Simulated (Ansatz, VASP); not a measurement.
# Two plane-wave programs on Co

```
Co
1.0
     2.42013    0.00000    0.00000
    -1.21006    2.09589    0.00000
     0.00000    0.00000    7.92312
Co
4
Direct
  0.66667 0.33333 0.75000
  0.00000 0.00000 0.50000
  0.33333 0.66667 0.25000
  0.00000 0.00000 0.00000
```

Alike in both runs: task single point; functional PBEsol; dispersion D3(BJ); k mesh 12 × 12 × 4; occupations fermi-dirac, width 0.05 eV; collinear spin.

|  | VASP | Ansatz |
| --- | --- | --- |
| version | VASP 6.6.1 | Ansatz 0.2.0 |
| potentials or method | VASP PAW PBE potentials, release 64 (Co) | Ansatz PAW |
| plane-wave cutoff (eV) | 520 | 420 |
| valence electrons in the cell | 36 | 68 |

```tsv
	VASP	Ansatz	Ansatz less VASP
gap on the k mesh at the Fermi level (eV)	none	none	-
pressure (GPa)	1.1	2.3	+1.19
traceless stress, the component that is largest in VASP (GPa)	-2.54	-2.65	-0.110
net moment per atom (μB)	1.55	1.56	+0.009
size of the moment on the site where the two differ most (μB)	1.56	1.63	+0.066
```

VASP's potentials were made for PBE, not for PBEsol. Site moments also hang on the region over which each program counts them. A gap of «none» marks a metal or a gap that the smearing closes. VASP's potentials hold 36 valence electrons a cell and Ansatz's 68, so a difference there can come from the potentials and not from the codes.
